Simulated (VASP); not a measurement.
Cs: single point with LDA

Cs:

```
Cs
1.0
     0.00000    3.90845    3.90845
     3.90845    0.00000    3.90845
     3.90845    3.90845    0.00000
Cs
1
Cartesian
  0.0000 0.0000 0.0000
```

This isn't the form of Cs at room conditions, which is bcc.

* Program: VASP 6.6.1
* Task: single point
* Functional: LDA
* Potentials or basis: VASP PAW LDA potentials, release 64 (Cs_sv)
* Cutoff: 520 eV
* k mesh: 8 × 8 × 8
* Occupations: fermi-dirac, width 0.08 eV
* Spin: no spin polarisation

```json
{
  "Pressure": "-0.4 GPa",
  "Band gap on the k mesh": "zero (an odd number of electrons rules out a gap without spin polarisation)"
}
```

Levels at points of the mesh, in eV from the Fermi level:
```tsv
k point	band 3	band 4	band 5	band 6	band 7	band 8
(0.00, 0.00, 0.00)	-10.57	-10.57	-1.63	2.38	2.38	2.38
(0.50, 0.00, 0.00)	-10.59	-10.59	-0.03	0.82	2.26	2.26
(0.50, 0.50, 0.00)	-10.61	-10.61	0.32	1.06	1.43	3.93
```

Run time: 21 s on 1 thread of Intel(R) Xeon(R) Platinum 8259CL CPU @ 2.50GHz (Skylake/Cascade Lake), with other jobs on the host, peak memory 0.21 GiB.

Caveat: spin-orbit coupling is left out, which moves the levels of the heavy elements.
